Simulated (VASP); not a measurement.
Here is a VASP 6.6.1 calculation.

File INCAR:

```
PREC = Accurate
ENCUT = 520
EDIFF = 1E-6
ISMEAR = -1
SIGMA = 0.05
LREAL = False
LASPH = True
NELM = 60
ALGO = Normal
ISIF = 2
LWAVE = False
LCHARG = True
GGA = PS
LELF = True
LVHAR = True
NBANDS = 10
```

The input KPOINTS:

```
Automatic mesh
0
Gamma
  11 11 11
```

Contents of POSCAR:

```
K
1.0
    0.0000000000      3.3918728180      3.3918728180
    3.3918728180      0.0000000000      3.3918728180
    3.3918728180      3.3918728180      0.0000000000
K
1
Direct
    0.0000000000      0.0000000000      0.0000000000
```

Potentials or basis: VASP PAW PBE potentials, release 64 (K_sv).

Command:

```console
$ cat potpaw_PBE.64/K_sv/POTCAR > POTCAR
$ mpirun -np 1 vasp_std > vasp.out
```

(1) Predict the pressure.

## Answers

(1) -0.3 GPa.

Caveat: the PAW data sets were made with another functional, which shifts forces and pressure a little.
